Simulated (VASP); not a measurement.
# Ge (Pm-3m) in VASP: notebook, part 2 of 2

VASP 6.6.1. Earlier steps stand in the parts before.

## (4) Single point, PBE (volume scaled by 0.84)

File INCAR:

```
SYSTEM = Ge
PREC = Accurate ; ENCUT = 520
EDIFF = 1E-6 ; ISMEAR = -1
SIGMA = 0.08 ; LREAL = .FALSE.
LASPH = .TRUE. ; NELM = 100
ALGO = Normal ; ISIF = 2
LWAVE = .FALSE. ; LCHARG = .TRUE.
GGA = PE ; LELF = .TRUE.
LVHAR = .TRUE. ; NBANDS = 13
```

File KPOINTS:

```
Automatic mesh
0
G
  15 15 15
  0 0 0
```

File POSCAR:

```
Ge
1.0
    2.5572968751      0.0000000000      0.0000000000
    0.0000000000      2.5572968751      0.0000000000
    0.0000000000      0.0000000000      2.5572968751
Ge
1
Direct
    0.0000000000      0.0000000000      0.0000000000
```

Potentials or basis: VASP PAW PBE potentials, release 64 (Ge_d).

Run with:

```
$ cat potpaw_PBE.64/Ge_d/POTCAR > POTCAR
$ mpirun -np 1 vasp_std > vasp.out
```

OUTCAR:

```text
SYSTEM = Ge
   PREC = Accurate
   ENCUT = 520
   EDIFF = 1E-6
   ISMEAR = -1
   LREAL = .FALSE.
   LASPH = .TRUE.
   NELM = 100
   ISIF = 2
   GGA = PE

 ion  position               nearest neighbor table
   1  0.000  0.000  0.000-

  LATTYP: Found a simple cubic cell.
 ALAT       =     2.5572968751

  Lattice vectors:

 A1 = (   2.5572968751,   0.0000000000,   0.0000000000)
 A2 = (   0.0000000000,   2.5572968751,   0.0000000000)
 A3 = (   0.0000000000,   0.0000000000,   2.5572968751)

Analysis of symmetry for initial positions (statically):
=====================================================================
 Subroutine PRICEL returns:
 Original cell was already a primitive cell.

 Routine SETGRP: Setting up the symmetry group for a
 simple cubic supercell.

 Subroutine GETGRP returns: Found 48 space group operations
 (whereof 48 operations were pure point group operations)
 out of a pool of 48 trial point group operations.

The static configuration has the point symmetry O_h .

Analysis of symmetry for dynamics (positions and initial velocities):
=====================================================================
 Subroutine PRICEL returns:
 Original cell was already a primitive cell.

 Routine SETGRP: Setting up the symmetry group for a
 simple cubic supercell.

 Subroutine GETGRP returns: Found 48 space group operations
 (whereof 48 operations were pure point group operations)
 out of a pool of 48 trial point group operations.

The dynamic configuration has the point symmetry O_h .

 Subroutine INISYM returns: Found 48 space group operations
 (whereof 48 operations are pure point group operations),
 and found     1 'primitive' translations

----------------------------------------------------------------------------------------

                                     Primitive cell

  volume of cell :      16.7241
[... 107 lines left out ...]
     AMIX_MAG =   1.60;   BMIX_MAG =  1.00
  volume/ion in A,a.u.               =      16.72       112.86
  Fermi-wavevector in a.u.,A,eV,Ry     =   1.542895  2.915649 32.389007  2.380525
  Thomas-Fermi vector in A             =   2.648635
   LORBIT       =      0    0 simple, 1 ext, 2 COOP (PROOUT), +10 PAW based schemes
   GGA     = PE    functional components
[... 5 lines left out ...]
 non-spin polarized calculation
  energy-cutoff  :      520.00
  volume of cell :       16.72
 maximum number of plane-waves:       466
 NGX is ok and might be reduce to    20
   NGX =  9   NGY =  9   NGZ =  9

 number of electron      13.9999993 magnetization

 Free energy of the ion-electron system (eV)
  ---------------------------------------------------
  ext. energy  EPLUGINS =         0.00000000
  ---------------------------------------------------
  free energy    TOTEN  =        -4.12571011 eV

  energy without entropy =       -4.11672314  energy(sigma->0) =       -4.12121662

 E-fermi :   7.8629     XC(G=0): -11.7988

 val. band max:        7.8352231044   @ k =   0.4000   0.4000   0.2667
 cond. band min:       7.9161913191   @ k =   0.4000   0.3333   0.0000
 fundamental gap:      0.0809682146
 Fermi energy:         7.8629326688

 k-point     1 :       0.0000    0.0000    0.0000
  band No.  band energies     occupation
      1     -17.0102      2.00000
      2     -17.0102      2.00000
      3     -16.6118      2.00000
      4     -16.6118      2.00000
      5     -16.6118      2.00000
      6      -6.3695      2.00000
      7      15.4483      0.00000
      8      15.4483      0.00000
      9      15.4483      0.00000
     10      18.5993      0.00000
     11      18.5993      0.00000
     12      22.2312      0.00000
     13      38.8107      0.00000
[... 354 lines left out ...]
  band No.  band energies     occupation
      1     -16.9270      2.00000
      2     -16.7430      2.00000
      3     -16.7327      2.00000
      4     -16.6867      2.00000
      5     -16.6405      2.00000
      6      -2.9944      2.00000
      7       5.3715      2.00000
      8      11.3847      0.00000
      9      18.6241      0.00000
     10      19.9805      0.00000
     11      23.0385      0.00000
     12      28.9173      0.00000
     13      28.9761      0.00000

 [... further k-points ...]

------------------------ aborting loop because EDIFF is reached ----------------------------------------

  FORCE on cell =-STRESS in cart. coord.  units (eV):
  Direction    XX          YY          ZZ          XY          YZ          ZX
  --------------------------------------------------------------------------------------
  -------------------------------------------------------------------------------------
  Total        1.8160613      1.8160613      1.8160613      0.0000000     -0.0000000     -0.0000000
  in kB      173.9793260    173.9793260    173.9793260      0.0000000     -0.0000000     -0.0000000
  external PRESSURE =     173.9793260 kB  Pullay stress =       0.0000000 kB

 VOLUME and BASIS-vectors are now :
 -----------------------------------------------------------------------------
  energy-cutoff  :      520.00
  volume of cell :       16.72
      direct lattice vectors                 reciprocal lattice vectors
     2.557296875  0.000000000  0.000000000     0.391037900  0.000000000  0.000000000
     0.000000000  2.557296875  0.000000000     0.000000000  0.391037900  0.000000000
     0.000000000  0.000000000  2.557296875     0.000000000  0.000000000  0.391037900

 POSITION                                       TOTAL-FORCE (eV/Angst)
 -----------------------------------------------------------------------------------
      0.00000      0.00000      0.00000         0.000000      0.000000      0.000000
 -----------------------------------------------------------------------------------
    total drift:                                0.000000      0.000000      0.000000

  FREE ENERGIE OF THE ION-ELECTRON SYSTEM (eV)
  ---------------------------------------------------
  free  energy   TOTEN  =        -4.1257101124 eV

  energy  without entropy=       -4.1167231374  energy(sigma->0) =       -4.12121662
```

OSZICAR:

```text
N       E                     dE             d eps       ncg     rms          rms(c)
DAV:   1     0.624565348211E+02    0.62457E+02   -0.69427E+03  3498   0.308E+03
DAV:   2     0.102884024935E+01   -0.61428E+02   -0.58658E+02  3265   0.425E+02
DAV:   3    -0.407421710328E+01   -0.51031E+01   -0.50764E+01  3480   0.699E+01
DAV:   4    -0.413601951100E+01   -0.61802E-01   -0.61795E-01  3600   0.823E+00
DAV:   5    -0.413653641576E+01   -0.51690E-03   -0.51690E-03  3570   0.823E-01    0.188E+00
DAV:   6    -0.412949634417E+01    0.70401E-02   -0.53176E-03  3895   0.180E+00    0.108E+00
DAV:   7    -0.412575527696E+01    0.37411E-02   -0.50282E-03  3774   0.138E+00    0.820E-02
DAV:   8    -0.412571712590E+01    0.38151E-04   -0.77093E-04  3765   0.689E-01    0.357E-02
DAV:   9    -0.412571096204E+01    0.61639E-05   -0.37624E-05  3943   0.145E-01    0.128E-02
DAV:  10    -0.412571011244E+01    0.84960E-06   -0.12223E-06  2601   0.131E-02
   1 F= -.41257101E+01 E0= -.41212166E+01  d E =-.898698E-02
```

stdout:

```text
POSCAR found type information on POSCAR Ge
 POSCAR found :  1 types and       1 ions
 scaLAPACK will be used
 LDA part: xc-table for (Slater+PW92), standard interpolation
 POSCAR, INCAR and KPOINTS ok, starting setup
 FFT: planning ... GRIDC
 FFT: planning ... GRID_SOFT
 FFT: planning ... GRID
 WAVECAR not read
 entering main loop
```

It took 6.5 s on 1 thread of Intel Xeon 6975P-C (Granite Rapids), shared host; peak memory 0.13 GiB.

What came out:

```yaml
Free_energy: -4.1257 eV
Pressure: 17.4 GPa
Band_gap_on_the_k_mesh: zero (band 7 reaches 15.45 eV, above the bottom of band 8 at 5.20 eV)
```

Levels at points of the mesh, in eV from the Fermi level:
| k point | band 4 | band 5 | band 6 | band 7 | band 8 | band 9 | band 10 | band 11 |
| --- | --- | --- | --- | --- | --- | --- | --- | --- |
| (0.00, 0.00, 0.00) | -24.47 | -24.47 | -14.23 | 7.59 | 7.59 | 7.59 | 10.74 | 10.74 |

## (5) Single point, PBE (volume scaled by 0.84)

File INCAR:

```
ALGO     = Normal         # electronic algorithm
EDIFF    = 1E-6           # SCF threshold, eV
ENCUT    = 520            # plane-wave cutoff, eV
GGA      = PE             # functional
ISIF     = 2              # what is computed and relaxed
ISMEAR   = -1             # smearing method
LASPH    = T              # aspherical terms in the spheres
LCHARG   = F              # write CHGCAR
LREAL    = F              # projectors in reciprocal space
LWAVE    = F              # write WAVECAR
NBANDS   = 13             # bands
NELM     = 100            # most SCF steps
PREC     = Accurate       # precision mode
SIGMA    = 0.08           # smearing width, eV
```

File KPOINTS:

```
k-points
0
Gamma
  15 15 15
```

POSCAR is that of step 4.

Run with:

```
$ cat potpaw_PBE.64/Ge_d/POTCAR > POTCAR
$ mpirun -np 1 vasp_std > vasp.out
```

It took 6.5 s on 1 thread of Intel Xeon 6975P-C (Granite Rapids), shared host; peak memory 0.13 GiB.

Results (log left out):

* Free energy: -4.1257 eV
* Pressure: 17.4 GPa
* Band gap on the k mesh: zero (band 7 reaches 15.45 eV, above the bottom of band 8 at 5.20 eV)

Levels at points of the mesh, in eV from the Fermi level:
```tsv
k point	band 3	band 4	band 5	band 6	band 7	band 8	band 9	band 10	band 11	band 12
(0.00, 0.00, 0.00)	-24.47	-24.47	-24.47	-14.23	7.59	7.59	7.59	10.74	10.74	14.37
```
